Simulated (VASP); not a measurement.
The system is CoSn2.

```
Co Sn
1.0
    -3.18250    3.18250    2.72850
     3.18250   -3.18250    2.72850
     3.18250    3.18250   -2.72850
Co Sn
2 4
Direct
  0.25000 0.25000 0.00000
  0.75000 0.75000 0.00000
  0.65800 0.15800 0.81600
  0.15800 0.34200 0.50000
  0.34200 0.84200 0.18400
  0.84200 0.65800 0.50000
```

```yaml
Program: VASP 6.6.1
Task: relaxation of cell and atoms
Functional: PBEsol
Potentials_or_basis: VASP PAW PBE potentials, release 64 (Co, Sn_d)
Cutoff: 600 eV
k_mesh: 4 × 4 × 4
Occupations: gaussian, width 0.1 eV
Spin: no spin polarisation
```

At the start: pressure -3.9 GPa; volume 18.42 Å³/atom.

Q: How do energy, volume and symmetry change on relaxing?

A: Over 9 steps the energy falls by 25.9 meV/atom and the volume is 17.76 Å³/atom (-3.6 %); space group I4/mcm (No. 140, to 0.05 Å).

The path:
```
step  energy change (eV)  largest force (eV/Å)  pressure (GPa)  volume (Å³)
   1              0.0000                0.7948           -3.89       110.54
   2             -0.1044                0.2999            3.15       103.54
   3             -0.1173                0.4245            1.59       105.13
   4             -0.1512                0.0921            0.31       106.29
   5             -0.1528                0.0138            0.00       106.61
   6             -0.1552                0.0148           -0.06       106.68
   7             -0.1554                0.0157           -0.07       106.70
   8             -0.1554                0.0166           -0.07       106.70
   9             -0.1554                0.0046            0.05       106.58
```

Final structure:
```cif
data_structure
_symmetry_space_group_name_H-M 'P 1'
_symmetry_Int_Tables_number 1
_cell_length_a 5.1993
_cell_length_b 5.1993
_cell_length_c 5.1993
_cell_angle_alpha 105.612
_cell_angle_beta 105.612
_cell_angle_gamma 117.500
_cell_volume 106.58
loop_
_atom_site_label
_atom_site_type_symbol
_atom_site_fract_x
_atom_site_fract_y
_atom_site_fract_z
_atom_site_occupancy
Co1 Co 0.25000 0.25000 0.00000 1
Co2 Co 0.75000 0.75000 0.00000 1
Sn1 Sn 0.66563 0.16563 0.83126 1
Sn2 Sn 0.16563 0.33437 0.50000 1
Sn3 Sn 0.33437 0.83437 0.16874 1
Sn4 Sn 0.83437 0.66563 0.50000 1
```

Caveat: the k points lie up to 0.38 Å⁻¹ apart in the final cell; the PAW data sets were made with another functional, which shifts forces and pressure a little.
